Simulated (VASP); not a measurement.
The system is TiC.

```
Ti C
1.0
     0.00000    2.18006    2.18006
     2.18006    0.00000    2.18006
     2.18006    2.18006    0.00000
Ti C
1 1
Cartesian
  0.0000 0.0000 0.0000
  2.1801 2.1801 2.1801
```

Base run:

* Program: VASP 6.6.1
* Functional: BLYP
* Potentials or basis: VASP PAW PBE potentials, release 64 (Ti_sv, C)
* Cutoff: 520 eV
* k mesh: 11 × 11 × 11
* Occupations: fermi-dirac, width 0.05 eV
* Spin: no spin polarisation

Its results: band gap on the k mesh zero (band 8 reaches 10.29 eV, above the bottom of band 9 at 9.21 eV); pressure 3.8 GPa.

Task: After a change of settings the same cell gave: band gap on the k mesh zero (band 8 reaches 10.11 eV, above the bottom of band 9 at 8.79 eV); pressure -4.7 GPa. Which change was it?
A. functional from BLYP to LDA; potentials or basis from VASP PAW PBE potentials, release 64 (Ti_sv, C) to VASP PAW LDA potentials, release 64 (Ti_sv, C)
B. functional from BLYP to r2SCAN
C. functional from BLYP to PBEsol
D. functional from BLYP to RPBE; dispersion from none to D4

Result: B.

Caveats: the PAW data sets were made with another functional, which shifts forces and pressure a little.
